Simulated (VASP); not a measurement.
# MgO (Fm-3m) in VASP: electric field gradients with r2SCAN

Aim: the electric field gradients of MgO with r2SCAN.

Everything below comes from runs of VASP 6.6.1. Logs are shortened: lines on timing, memory, paths and dates and some standing lists are left out, and cuts for length are marked.

### 1 The cell of the first run

It takes space group Fm-3m (No. 225, cubic). The conventional cell has a = 4.270 Å, b = 4.270 Å, c = 4.270 Å, α = 90.00°, β = 90.00°, γ = 90.00°. Within 2.8 Å of Mg (site symmetry m-3m) lie 6 O at 2.14 Å. Within 2.8 Å of O (site symmetry m-3m) lie 6 Mg at 2.14 Å.

### 2 Electric field gradients, r2SCAN

The input, POSCAR:

```
MgO
1.0
    0.0000000000      2.1351500000      2.1351500000
    2.1351500000      0.0000000000      2.1351500000
    2.1351500000      2.1351500000      0.0000000000
Mg O
1 1
Direct
    0.0000000000      0.0000000000      0.0000000000
    0.5000000000      0.5000000000      0.5000000000
```

The input, INCAR.step1:

```
SYSTEM = MgO
ALGO = Normal
EDIFF = 1E-5
ENCUT = 680
GGA = PE
GGA_COMPAT = .FALSE.
ISMEAR = -1
LASPH = .TRUE.
LCHARG = .FALSE.
LREAL = .FALSE.
LWAVE = .TRUE.
NBANDS = 15
NELM = 120
PREC = Accurate
SIGMA = 0.01
```

The input, INCAR.step2:

```
SYSTEM = MgO
ALGO = Normal
EDIFF = 1E-8
ENCUT = 680
GGA_COMPAT = .FALSE.
ISIF = 2
ISMEAR = -1
ISTART = 1
LASPH = .TRUE.
LCHARG = .FALSE.
LEFG = .TRUE.
LMIXTAU = .TRUE.
LREAL = .FALSE.
LWAVE = .FALSE.
METAGGA = R2SCAN
NBANDS = 15
NELM = 120
PREC = Accurate
SIGMA = 0.01
```

The input, KPOINTS:

```
k-points
0
G
  10 10 10
  0 0 0
```

Potentials or basis: VASP PAW PBE potentials, release 64 (Mg_sv, O).

Command:

```sh
> cat potpaw_PBE.64/Mg_sv/POTCAR potpaw_PBE.64/O/POTCAR > POTCAR
> cp INCAR.step1 INCAR
> mpirun -np 1 vasp_std > vasp.out
> cp INCAR.step2 INCAR
> mpirun -np 1 vasp_std > vasp.out
```

OUTCAR:

```text
SYSTEM = MgO
   EDIFF = 1E-8
   ENCUT = 680
   ISIF = 2
   ISMEAR = -1
   ISTART = 1
   LASPH = .TRUE.
   LREAL = .FALSE.
   METAGGA = R2SCAN
   NELM = 120
   PREC = Accurate

 ion  position               nearest neighbor table
   1  0.000  0.000  0.000-
   2  0.500  0.500  0.500-

  LATTYP: Found a face centered cubic cell.
 ALAT       =     4.2703000000

  Lattice vectors:

 A1 = (   0.0000000000,   2.1351500000,   2.1351500000)
 A2 = (   2.1351500000,   0.0000000000,   2.1351500000)
 A3 = (   2.1351500000,   2.1351500000,   0.0000000000)

Analysis of symmetry for initial positions (statically):
=====================================================================
 Subroutine PRICEL returns:
 Original cell was already a primitive cell.

 Routine SETGRP: Setting up the symmetry group for a
 face centered cubic supercell.

 Subroutine GETGRP returns: Found 48 space group operations
 (whereof 48 operations were pure point group operations)
 out of a pool of 48 trial point group operations.

The static configuration has the point symmetry O_h .

Analysis of symmetry for dynamics (positions and initial velocities):
=====================================================================
 Subroutine PRICEL returns:
 Original cell was already a primitive cell.

 Routine SETGRP: Setting up the symmetry group for a
 face centered cubic supercell.

 Subroutine GETGRP returns: Found 48 space group operations
 (whereof 48 operations were pure point group operations)
 out of a pool of 48 trial point group operations.

The dynamic configuration has the point symmetry O_h .

 Subroutine INISYM returns: Found 48 space group operations
 (whereof 48 operations are pure point group operations),
 and found     1 'primitive' translations

----------------------------------------------------------------------------------------

                                     Primitive cell

  volume of cell :      19.4677

  direct lattice vectors                    reciprocal lattice vectors
     0.000000000  2.135150000  2.135150000    -0.234175585  0.234175585  0.234175585
     2.135150000  0.000000000  2.135150000     0.234175585 -0.234175585  0.234175585
     2.135150000  2.135150000  0.000000000     0.234175585  0.234175585 -0.234175585

  length of vectors
     3.019558088  3.019558088  3.019558088     0.405604011  0.405604011  0.405604011

  position of ions in fractional coordinates (direct lattice)
     0.000000000  0.000000000  0.000000000
     0.500000000  0.500000000  0.500000000

  ion indices of the primitive-cell ions
   primitive index   ion index
                 1           1
                 2           2

----------------------------------------------------------------------------------------

 KPOINTS: k-points

Automatic generation of k-mesh.
 Grid dimensions read from file:
 generate k-points for:   10   10   10

 Generating k-lattice:

  Cartesian coordinates                     Fractional coordinates (reciprocal lattice)
    -0.023417558  0.023417558  0.023417558     0.100000000  0.000000000  0.000000000
     0.023417558 -0.023417558  0.023417558     0.000000000  0.100000000  0.000000000
     0.023417558  0.023417558 -0.023417558     0.000000000  0.000000000  0.100000000

  Length of vectors
     0.040560401  0.040560401  0.040560401

  Shift w.r.t. Gamma in fractional coordinates (k-lattice)
     0.000000000  0.000000000  0.000000000

 Subroutine IBZKPT returns following result:
 ===========================================

 Found     47 irreducible k-points:

 Following reciprocal coordinates:
            Coordinates               Weight
  0.000000  0.000000  0.000000      1.000000
  0.100000  0.000000  0.000000      8.000000
  0.200000  0.000000  0.000000      8.000000
  0.300000  0.000000  0.000000      8.000000
  0.400000  0.000000  0.000000      8.000000
  0.500000  0.000000  0.000000      4.000000
[... 16 lines left out ...]
  0.300000  0.300000  0.000000      6.000000
  0.400000  0.300000  0.000000     24.000000
 [... further k-points ...]
   k-points           NKPTS =     47   k-points in BZ     NKDIM =     47   number of bands    NBANDS=     15
   number of dos      NEDOS =    301   number of ions     NIONS =      2
   total plane-waves  NPLWV =  21952
   dimension x,y,z NGX =    28 NGY =   28 NGZ =   28
   dimension x,y,z NGXF=    56 NGYF=   56 NGZF=   56
   ions per type =               1   1
   NGX,Y,Z   is equivalent  to a cutoff of  15.42, 15.42, 15.42 a.u.
   NGXF,Y,Z  is equivalent  to a cutoff of  30.83, 30.83, 30.83 a.u.
 SYSTEM =  MgO
   PREC   = accura    normal or accurate (medium, high low for compatibility)
   ISTART =      1    job   : 0-new  1-cont  2-samecut
   ICHARG =      0    charge: 1-file 2-atom 10-const
   ISPIN  =      1    spin polarized calculation?
   LNONCOLLINEAR =      F non collinear calculations
   LSORBIT =      F    spin-orbit coupling
   LASPH  =      T    aspherical Exc in radial PAW
   ENCUT  =  680.0 eV  49.98 Ry    7.07 a.u.   6.42  6.42  6.42*2*pi/ulx,y,z
   NELM   =    120;   NELMIN=  2; NELMDL=  0     # of ELM steps
   EDIFF  = 0.1E-07   stopping-criterion for ELM
   LREAL  =      F    real-space projection
   EDIFFG = 0.1E-06   stopping-criterion for IOM
   NSW    =      0    number of steps for IOM
   IBRION =     -1    ionic relax: 0-MD 1-quasi-New 2-CG
   NFREE  =      0    steps in history (QN), initial steepest desc. (CG)
   ISIF   =      2    stress and relaxation
   ISYM   =      2    0-nonsym 1-usesym 2-fastsym
   POTIM  = 0.5000    time-step for ionic-motion
   TEBEG  =    0.0;   TEEND  =   0.0 temperature during run
   PSTRESS=    0.0 pullay stress
   NELECT =      16.0000    total number of electrons
   NUPDOWN=      -1.0000    fix difference up-down
   EMIN   =  10.00;   EMAX   =-10.00  energy-range for DOS
   EFERMI =   0.00;   METHOD = LEGACY
   ISMEAR =    -1;   SIGMA  =   0.01  broadening in eV -4-tet -1-fermi 0-gaus
   EFERMI_NEDOS =   21; number of points for ismear=-14 and -15
   IALGO  =     38    algorithm
   IMIX   =      4    mixing-type and parameters
     AMIX     =   0.40;   BMIX     =  1.00
     AMIX_MAG =   1.60;   BMIX_MAG =  1.00
  volume/ion in A,a.u.               =       9.73        65.69
  Fermi-wavevector in a.u.,A,eV,Ry     =   1.533474  2.897846 31.994681  2.351543
  Thomas-Fermi vector in A             =   2.640536
   LORBIT       =      0    0 simple, 1 ext, 2 COOP (PROOUT), +10 PAW based schemes
   METAGGA = R2SCAN    functional components
   LHFCALC =     F    Hartree Fock is set to
   AEXX    =    0.0000 exact exchange contribution
   IVDW    =     0    specifies the selected vdW correction
   LEPSILON=     F    determine dielectric tensor
   LRPA    =     F    only Hartree local field effects (RPA)
 non-spin polarized calculation
  energy-cutoff  :      680.00
  volume of cell :       19.47
 maximum number of plane-waves:       801
 NGX is ok and might be reduce to    28
   NGX = 13   NGY = 13   NGZ = 13

 number of electron      15.9999998 magnetization

 Free energy of the ion-electron system (eV)
  ---------------------------------------------------
  ext. energy  EPLUGINS =         0.00000000
  ---------------------------------------------------
  free energy    TOTEN  =       -16.15674826 eV

  energy without entropy =      -16.15674826  energy(sigma->0) =      -16.15674826

 E-fermi :   2.6197     XC(G=0): -11.8133

 val. band max:        2.2277023293   @ k =   0.0000   0.0000   0.0000
 cond. band min:       7.4793149156   @ k =   0.0000   0.0000   0.0000
 fundamental gap:      5.2516125863
 Fermi energy:         2.6197140957

 k-point     1 :       0.0000    0.0000    0.0000
  band No.  band energies     occupation
      1     -72.9017      2.00000
      2     -37.9969      2.00000
      3     -37.9969      2.00000
      4     -37.9969      2.00000
      5     -15.7568      2.00000
      6       2.2277      2.00000
      7       2.2277      2.00000
      8       2.2277      2.00000
      9       7.4793      0.00000
     10      18.8428      0.00000
     11      18.8428      0.00000
     12      18.8428      0.00000
     13      22.8310      0.00000
     14      24.6201      0.00000
[... 401 lines left out ...]
      2     -38.0469      2.00000
      3     -38.0174      2.00000
      4     -38.0154      2.00000
      5     -14.6412      2.00000
      6      -1.1979      2.00000
      7       0.9745      2.00000
      8       1.1771      2.00000
      9      12.4566      0.00000
     10      13.2307      0.00000
     11      16.6295      0.00000
     12      21.2202      0.00000
     13      21.4287      0.00000
     14      28.0475      0.00000
     15      29.9345      0.00000

 [... further k-points ...]

------------------------ aborting loop because EDIFF is reached ----------------------------------------

  FORCE on cell =-STRESS in cart. coord.  units (eV):
  Direction    XX          YY          ZZ          XY          YZ          ZX
  --------------------------------------------------------------------------------------
  -------------------------------------------------------------------------------------
  Total       -0.8790780     -0.8790780     -0.8790780      0.0000000     -0.0000000     -0.0000000
  in kB      -72.3473791    -72.3473791    -72.3473791      0.0000000     -0.0000000     -0.0000000
  external PRESSURE =     -72.3473791 kB  Pullay stress =       0.0000000 kB

 VOLUME and BASIS-vectors are now :
 -----------------------------------------------------------------------------
  energy-cutoff  :      680.00
  volume of cell :       19.47
      direct lattice vectors                 reciprocal lattice vectors
     0.000000000  2.135150000  2.135150000    -0.234175585  0.234175585  0.234175585
     2.135150000  0.000000000  2.135150000     0.234175585 -0.234175585  0.234175585
     2.135150000  2.135150000  0.000000000     0.234175585  0.234175585 -0.234175585

 POSITION                                       TOTAL-FORCE (eV/Angst)
 -----------------------------------------------------------------------------------
      0.00000      0.00000      0.00000         0.000000      0.000000      0.000000
      2.13515      2.13515      2.13515        -0.000000     -0.000000     -0.000000
 -----------------------------------------------------------------------------------
    total drift:                                0.000000      0.000000      0.000000

  FREE ENERGIE OF THE ION-ELECTRON SYSTEM (eV)
  ---------------------------------------------------
  free  energy   TOTEN  =       -16.1567482608 eV

  energy  without entropy=      -16.1567482608  energy(sigma->0) =      -16.15674826

 Electric field gradients (V/A^2)
---------------------------------------------------------------------
 ion       V_xx      V_yy      V_zz      V_xy      V_xz      V_yz
---------------------------------------------------------------------
   1       0.000     0.000     0.000    -0.006    -0.006    -0.006
   2       0.000    -0.000    -0.000    -0.001    -0.001    -0.001
---------------------------------------------------------------------

 Electric field gradients after diagonalization (V/A^2)
 (convention: |V_zz| > |V_xx| > |V_yy|)
----------------------------------------------------------------------
 ion       V_xx      V_yy      V_zz     asymmetry (V_yy - V_xx)/ V_zz
----------------------------------------------------------------------
   1       0.006     0.006    -0.012       0.000
   2       0.001     0.001    -0.002       0.000
----------------------------------------------------------------------

           NMR quadrupolar parameters

 Cq : quadrupolar parameter    Cq=e*Q*V_zz/h
 eta: asymmetry parameters     (V_yy - V_xx)/ V_zz
 Q  : nuclear electric quadrupole moment in mb (millibarn)
----------------------------------------------------------------------
 ion       Cq(MHz)       eta       Q (mb)
----------------------------------------------------------------------
   1      -0.000       0.000       1.000
   2      -0.000       0.000       1.000
----------------------------------------------------------------------
```

It took 89 s on 1 thread of AMD EPYC 7R13 (Zen 3), shared host; peak memory 0.13 GiB.

What came out:

```yaml
Free_energy: -16.1567 eV
Pressure: -7.2 GPa
Band_gap_on_the_k_mesh: 5.25 eV
Largest_electric_field_gradient_by_atom: under 0.05 V/Å² on every atom
```

Caveat: the cell stands under tension; the PAW data sets were made with another functional, which shifts forces and pressure a little. r2SCAN opens gaps a little over a GGA but as a rule still falls short of measured ones.
